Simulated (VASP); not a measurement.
# Si3N4 (P-43m) in VASP: further runs, part 2 of 2

VASP 6.6.1.

## (4) Single point, PBE

This run uses another cell than the first one, of 10.07 Å³/atom, 1.076 times its volume.

INCAR

```
PREC     = Accurate       # precision mode
ENCUT    = 520            # plane-wave cutoff, eV
EDIFF    = 1E-6           # SCF threshold, eV
ISMEAR   = -1             # smearing method
SIGMA    = 0.05           # smearing width, eV
LREAL    = False          # projectors in reciprocal space
LASPH    = True           # aspherical terms in the spheres
NELM     = 60             # most SCF steps
ALGO     = Normal         # electronic algorithm
ISIF     = 2              # what is computed and relaxed
LWAVE    = False          # write WAVECAR
LCHARG   = False          # write CHGCAR
GGA      = PE             # functional
NBANDS   = 25             # bands
```

KPOINTS

```
regular mesh
0
Gamma
  9 9 9
```

POSCAR

```
Si3N4
1.0
    4.1307800000      0.0000000000      0.0000000000
    0.0000000000      4.1307800000      0.0000000000
    0.0000000000      0.0000000000      4.1307800000
Si N
3 4
Direct
    0.0000000000      0.0000000000      0.5000000000
    0.5000000000      0.0000000000      0.0000000000
    0.0000000000      0.5000000000      0.0000000000
    0.2395200000      0.2395200000      0.7604800000
    0.7604800000      0.7604800000      0.7604800000
    0.2395200000      0.7604800000      0.2395200000
    0.7604800000      0.2395200000      0.2395200000
```

Potentials or basis: VASP PAW PBE potentials, release 64 (Si, N).

The run is started by

```bash
> cat potpaw_PBE.64/Si/POTCAR potpaw_PBE.64/N/POTCAR > POTCAR
> mpirun -np 1 vasp_std > vasp.out
```

OUTCAR:

```text
PREC = Accurate
   ENCUT = 520
   EDIFF = 1E-6
   ISMEAR = -1
   LREAL = False
   LASPH = True
   NELM = 60
   ISIF = 2
   GGA = PE

 ion  position               nearest neighbor table
   1  0.000  0.000  0.500-   4 1.77   5 1.77   6 1.77   7 1.77   2 2.92   3 2.92   2 2.92   3 2.92
                             3 2.92   3 2.92   2 2.92   2 2.92
   2  0.500  0.000  0.000-   4 1.77   5 1.77   6 1.77   7 1.77   1 2.92   3 2.92   1 2.92   3 2.92
                             1 2.92   3 2.92   1 2.92   3 2.92
   3  0.000  0.500  0.000-   4 1.77   5 1.77   6 1.77   7 1.77   1 2.92   2 2.92   1 2.92   1 2.92
                             2 2.92   1 2.92   2 2.92   2 2.92
   4  0.240  0.240  0.760-   1 1.77   2 1.77   3 1.77
   5  0.760  0.760  0.760-   1 1.77   2 1.77   3 1.77
   6  0.240  0.760  0.240-   1 1.77   2 1.77   3 1.77
   7  0.760  0.240  0.240-   1 1.77   2 1.77   3 1.77

  LATTYP: Found a simple cubic cell.
 ALAT       =     4.1307800000

  Lattice vectors:

 A1 = (   4.1307800000,   0.0000000000,   0.0000000000)
 A2 = (   0.0000000000,   4.1307800000,   0.0000000000)
 A3 = (   0.0000000000,   0.0000000000,   4.1307800000)

Analysis of symmetry for initial positions (statically):
=====================================================================
 Subroutine PRICEL returns:
 Original cell was already a primitive cell.

 Routine SETGRP: Setting up the symmetry group for a
 simple cubic supercell.

 Subroutine GETGRP returns: Found 24 space group operations
 (whereof 24 operations were pure point group operations)
 out of a pool of 48 trial point group operations.

The static configuration has the point symmetry T_d .

Analysis of symmetry for dynamics (positions and initial velocities):
=====================================================================
 Subroutine PRICEL returns:
 Original cell was already a primitive cell.

 Routine SETGRP: Setting up the symmetry group for a
 simple cubic supercell.
[... 138 lines left out ...]
  Thomas-Fermi vector in A             =   2.391848
   LORBIT       =      0    0 simple, 1 ext, 2 COOP (PROOUT), +10 PAW based schemes
   GGA     = PE    functional components
   LHFCALC =     F    Hartree Fock is set to
   AEXX    =    0.0000 exact exchange contribution
   IVDW    =     0    specifies the selected vdW correction
   LEPSILON=     F    determine dielectric tensor
   LRPA    =     F    only Hartree local field effects (RPA)
 non-spin polarized calculation
  energy-cutoff  :      520.00
  volume of cell :       70.48
 maximum number of plane-waves:      1916
 NGX is ok and might be reduce to    32
   NGX = 15   NGY = 15   NGZ = 15

 number of electron      32.0000000 magnetization

 Free energy of the ion-electron system (eV)
  ---------------------------------------------------
  ext. energy  EPLUGINS =         0.00000000
  ---------------------------------------------------
  free energy    TOTEN  =       -55.55213145 eV

  energy without entropy =      -55.55213145  energy(sigma->0) =      -55.55213145

 E-fermi :   7.9432     XC(G=0): -11.1442

 val. band max:        6.8161622087   @ k =   0.4444   0.4444   0.4444
 cond. band min:       9.5456589110   @ k =   0.0000   0.0000   0.0000
 fundamental gap:      2.7294967023
 Fermi energy:         7.9432187858

 k-point     1 :       0.0000    0.0000    0.0000
  band No.  band energies     occupation
      1     -11.1625      2.00000
      2      -7.2942      2.00000
      3      -7.2942      2.00000
      4      -7.2942      2.00000
      5      -1.7999      2.00000
      6      -1.7999      2.00000
[... 661 lines left out ...]
     24      16.9073      0.00000
     25      17.3229      0.00000

 [... further k-points ...]

------------------------ aborting loop because EDIFF is reached ----------------------------------------

  FORCE on cell =-STRESS in cart. coord.  units (eV):
  Direction    XX          YY          ZZ          XY          YZ          ZX
  --------------------------------------------------------------------------------------
  -------------------------------------------------------------------------------------
  Total       -0.0989465     -0.0989465     -0.0989465     -0.0000000     -0.0000000      0.0000000
  in kB       -2.2491314     -2.2491314     -2.2491314     -0.0000000     -0.0000000      0.0000000
  external PRESSURE =      -2.2491314 kB  Pullay stress =       0.0000000 kB

 VOLUME and BASIS-vectors are now :
 -----------------------------------------------------------------------------
  energy-cutoff  :      520.00
  volume of cell :       70.48
      direct lattice vectors                 reciprocal lattice vectors
     4.130780000  0.000000000  0.000000000     0.242085030  0.000000000  0.000000000
     0.000000000  4.130780000  0.000000000     0.000000000  0.242085030  0.000000000
     0.000000000  0.000000000  4.130780000     0.000000000  0.000000000  0.242085030

 POSITION                                       TOTAL-FORCE (eV/Angst)
 -----------------------------------------------------------------------------------
      0.00000      0.00000      2.06539         0.000000      0.000000     -0.000000
      2.06539      0.00000      0.00000         0.000000      0.000000     -0.000000
      0.00000      2.06539      0.00000         0.000000      0.000000      0.000000
      0.98940      0.98940      3.14138        -0.009433     -0.009433      0.009433
      3.14138      3.14138      3.14138         0.009433      0.009433      0.009433
      0.98940      3.14138      0.98940        -0.009433      0.009433     -0.009433
      3.14138      0.98940      0.98940         0.009433     -0.009433     -0.009433
 -----------------------------------------------------------------------------------
    total drift:                                0.000000      0.000000      0.000000

  FREE ENERGIE OF THE ION-ELECTRON SYSTEM (eV)
  ---------------------------------------------------
  free  energy   TOTEN  =       -55.5521314474 eV

  energy  without entropy=      -55.5521314474  energy(sigma->0) =      -55.55213145
```

OSZICAR:

```text
N       E                     dE             d eps       ncg     rms          rms(c)
DAV:   1     0.116990258203E+03    0.11699E+03   -0.15721E+04  1750   0.118E+03
DAV:   2    -0.547782580554E+02   -0.17177E+03   -0.16079E+03  2303   0.253E+02
DAV:   3    -0.632043141700E+02   -0.84261E+01   -0.83709E+01  2330   0.556E+01
DAV:   4    -0.632900349648E+02   -0.85721E-01   -0.85668E-01  2164   0.635E+00
DAV:   5    -0.632913762590E+02   -0.13413E-02   -0.13407E-02  2369   0.749E-01    0.198E+01
DAV:   6    -0.555685728971E+02    0.77228E+01   -0.23225E+01  2307   0.267E+01    0.906E+00
DAV:   7    -0.555793828324E+02   -0.10810E-01   -0.17358E+00  2274   0.721E+00    0.426E+00
DAV:   8    -0.555529042963E+02    0.26479E-01   -0.87608E-02  2181   0.199E+00    0.140E+00
DAV:   9    -0.555516336562E+02    0.12706E-02   -0.18000E-02  2332   0.921E-01    0.252E-01
DAV:  10    -0.555520103456E+02   -0.37669E-03   -0.15751E-03  2267   0.233E-01    0.122E-01
DAV:  11    -0.555521344664E+02   -0.12412E-03   -0.36927E-04  2267   0.130E-01    0.326E-02
DAV:  12    -0.555521305676E+02    0.38988E-05   -0.15073E-05  2318   0.305E-02    0.148E-02
DAV:  13    -0.555521314474E+02   -0.87977E-06   -0.63972E-06  2278   0.147E-02
   1 F= -.55552131E+02 E0= -.55552131E+02  d E =-.278808E-10
```

stdout:

```text
POSCAR found type information on POSCAR SiN
 POSCAR found :  2 types and       7 ions
 scaLAPACK will be used
 LDA part: xc-table for (Slater+PW92), standard interpolation
 POSCAR, INCAR and KPOINTS ok, starting setup
 FFT: planning ... GRIDC
 FFT: planning ... GRID_SOFT
 FFT: planning ... GRID
 WAVECAR not read
 entering main loop
```

It took 19 s on 1 thread of Intel Xeon 6975P-C (Granite Rapids), shared host; peak memory 0.18 GiB.

What came out:

| Quantity | Value |
| --- | --- |
| Free energy | -55.5521 eV |
| Pressure | -0.2 GPa |
| Largest force | 0.016 eV/Å |
| Band gap on the k mesh | 2.73 eV, indirect (least direct gap 2.92 eV) |

Forces on the atoms (eV/Å):
```
Si   0.000  0.000  0.000
Si   0.000  0.000  0.000
Si   0.000  0.000  0.000
N   -0.009 -0.009  0.009
N    0.009  0.009  0.009
N   -0.009  0.009 -0.009
N    0.009 -0.009 -0.009
```

Levels at points of the mesh, in eV from the valence-band top:
| k point | band 12 | band 13 | band 14 | band 15 | band 16 | band 17 | band 18 | band 19 | band 20 | band 21 |
| --- | --- | --- | --- | --- | --- | --- | --- | --- | --- | --- |
| (0.00, 0.00, 0.00) | -3.33 | -3.33 | -0.19 | -0.19 | -0.19 | 2.73 | 2.73 | 2.73 | 4.20 | 6.82 |

A k mesh can miss the band edges. A hybrid or GW would open this gap; PBE tends to underestimate it.

## (5) Relaxation of cell and atoms, PBE

This run uses another cell than the first one, of 10.07 Å³/atom, 1.076 times its volume.

INCAR

```
ALGO = Normal ; EDIFF = 1E-7
EDIFFG = -0.01 ; ENCUT = 600
GGA = PE ; IBRION = 2
ISIF = 3 ; ISMEAR = -1
LASPH = T ; LCHARG = F
LREAL = F ; LWAVE = F
NELM = 60 ; NSW = 60
PREC = Accurate ; SIGMA = 0.05
```

KPOINTS

```
k-points
0
Gamma
  7 7 7
```

POSCAR is that of step 4.

Potentials or basis: VASP PAW PBE potentials, release 64 (Si, N).

The run is started by

```bash
> cat potpaw_PBE.64/Si/POTCAR potpaw_PBE.64/N/POTCAR > POTCAR
> mpirun -np 1 vasp_std > vasp.out
```

OUTCAR:

```text
EDIFF = 1E-7
   EDIFFG = -0.01
   ENCUT = 600
   GGA = PE
   IBRION = 2
   ISIF = 3
   ISMEAR = -1
   LASPH = T
   LREAL = F
   NELM = 60
   NSW = 60
   PREC = Accurate

 ion  position               nearest neighbor table
   1  0.000  0.000  0.500-   4 1.77   5 1.77   6 1.77   7 1.77   2 2.92   3 2.92   2 2.92   3 2.92
                             3 2.92   3 2.92   2 2.92   2 2.92
   2  0.500  0.000  0.000-   4 1.77   5 1.77   6 1.77   7 1.77   1 2.92   3 2.92   1 2.92   3 2.92
                             1 2.92   3 2.92   1 2.92   3 2.92
   3  0.000  0.500  0.000-   4 1.77   5 1.77   6 1.77   7 1.77   1 2.92   2 2.92   1 2.92   1 2.92
                             2 2.92   1 2.92   2 2.92   2 2.92
   4  0.240  0.240  0.760-   1 1.77   2 1.77   3 1.77
   5  0.760  0.760  0.760-   1 1.77   2 1.77   3 1.77
   6  0.240  0.760  0.240-   1 1.77   2 1.77   3 1.77
   7  0.760  0.240  0.240-   1 1.77   2 1.77   3 1.77

  LATTYP: Found a simple cubic cell.
[... 195 lines left out ...]
  -------------------------------------------------------------------------------------
  Total       -0.1429386     -0.1429386     -0.1429386     -0.0000000     -0.0000000      0.0000000
  in kB       -3.2491061     -3.2491061     -3.2491061     -0.0000000     -0.0000000      0.0000000
  external PRESSURE =      -3.2491061 kB  Pullay stress =       0.0000000 kB
[... 69 lines left out ...]
--------------------------------------- Ionic step        3  -------------------------------------------

 number of electron      31.9999999 magnetization

 Free energy of the ion-electron system (eV)
  ---------------------------------------------------
  ext. energy  EPLUGINS =         0.00000000
  ---------------------------------------------------
  free energy    TOTEN  =       -55.55843550 eV

  energy without entropy =      -55.55843550  energy(sigma->0) =      -55.55843550

 E-fermi :   7.8885     XC(G=0): -11.1499

 val. band max:        6.8207376886   @ k =   0.4286   0.4286   0.4286
 cond. band min:       9.5614453097   @ k =   0.0000   0.0000   0.0000
 fundamental gap:      2.7407076211
 Fermi energy:         7.8884752445

 k-point     1 :       0.0000    0.0000    0.0000
  band No.  band energies     occupation
      1     -11.1604      2.00000
      2      -7.2860      2.00000
      3      -7.2860      2.00000
      4      -7.2860      2.00000
      5      -1.7918      2.00000
      6      -1.7918      2.00000
[... 483 lines left out ...]
  FREE ENERGIE OF THE ION-ELECTRON SYSTEM (eV)
  ---------------------------------------------------
  free  energy   TOTEN  =       -55.5584354974 eV

  energy  without entropy=      -55.5584354973  energy(sigma->0) =      -55.55843550

 reached required accuracy - stopping structural energy minimisation
```

It took 30 s on 1 thread of Intel Xeon 6975P-C (Granite Rapids), shared host; peak memory 0.2 GiB.

Results:

| Quantity | Value |
| --- | --- |
| Free energy | -55.5584 eV |
| Relaxed volume | 10.06 Å³/atom |
| Relaxed cell | a = 4.129 Å, b = 4.129 Å, c = 4.129 Å, α = 90.00°, β = 90.00°, γ = 90.00° |
| Space group after relaxing (to 0.05 Å) | P-43m (No. 215) |
| Energy gained by relaxing | 0.0 meV/atom |
| Ionic steps | 3 |
| Pressure after relaxing | 0.0 GPa |
| Band gap on the k mesh | 2.74 eV, indirect (least direct gap 2.92 eV) |

Forces on the atoms (eV/Å):
```
Si   0.000  0.000  0.000
Si   0.000  0.000  0.000
Si   0.000  0.000  0.000
N    0.001  0.001 -0.001
N   -0.001 -0.001 -0.001
N    0.001 -0.001  0.001
N   -0.001  0.001  0.001
```

Step by step:
| step | energy change (eV) | largest force (eV/Å) | pressure (GPa) | volume (Å³) |
| --- | --- | --- | --- | --- |
| 1 | 0.0000 | 0.0153 | -0.32 | 70.48 |
| 2 | 0.0001 | 0.0253 | 0.44 | 70.28 |
| 3 | -0.0001 | 0.0023 | 0.00 | 70.40 |

Final structure:
```yaml
crystal:
  lattice:
    - [4.12902, 0.00000, 0.00000]
    - [0.00000, 4.12902, 0.00000]
    - [0.00000, 0.00000, 4.12902]
  atoms:
    - { symbol: Si, position: [0.00000, 0.00000, 0.50000] }
    - { symbol: Si, position: [0.50000, 0.00000, 0.00000] }
    - { symbol: Si, position: [0.00000, 0.50000, 0.00000] }
    - { symbol: N, position: [0.23948, 0.23948, 0.76052] }
    - { symbol: N, position: [0.76052, 0.76052, 0.76052] }
    - { symbol: N, position: [0.23948, 0.76052, 0.23948] }
    - { symbol: N, position: [0.76052, 0.23948, 0.23948] }
```

Levels at points of the mesh, in eV from the valence-band top:
```csv
k point,band 13,band 14,band 15,band 16,band 17,band 18,band 19,band 20
"(0.00, 0.00, 0.00)",-3.33,-0.18,-0.18,-0.18,2.74,2.74,2.74,4.23
```

## (6) Overview

| task | level | cell | k mesh | cutoff (eV) | gap on the mesh (eV) | pressure (GPa) | largest force (eV/Å) |
| --- | --- | --- | --- | --- | --- | --- | --- |
| single point | RPBE+D3(BJ) | a = 4.032 Å, 7 atoms | 7 × 7 × 7 | 520 | 2.72 | -0.8 | 0.04 |
| single point | r2SCAN+rVV10 | a = 4.095 Å, 7 atoms | 7 × 7 × 7 | 520 | 3.29 | 0.0 | - |
| single point | PBE | a = 4.131 Å, 7 atoms | 9 × 9 × 9 | 520 | 2.73 | -0.2 | 0.02 |
| relaxation of cell and atoms | PBE | relaxed from a = 4.131 Å, 7 atoms | 7 × 7 × 7 | 600 | 2.74 | 0.0 | - |

Alike in all rows: potentials or basis VASP PAW PBE potentials, release 64 (Si, N); no spin polarisation; smearing fermi-dirac 0.05 eV.

Caveats: the PAW data sets were made with another functional, which shifts forces and pressure a little (some runs).

Total energies depend on the potentials used, so only differences within one code and one set of settings carry meaning.
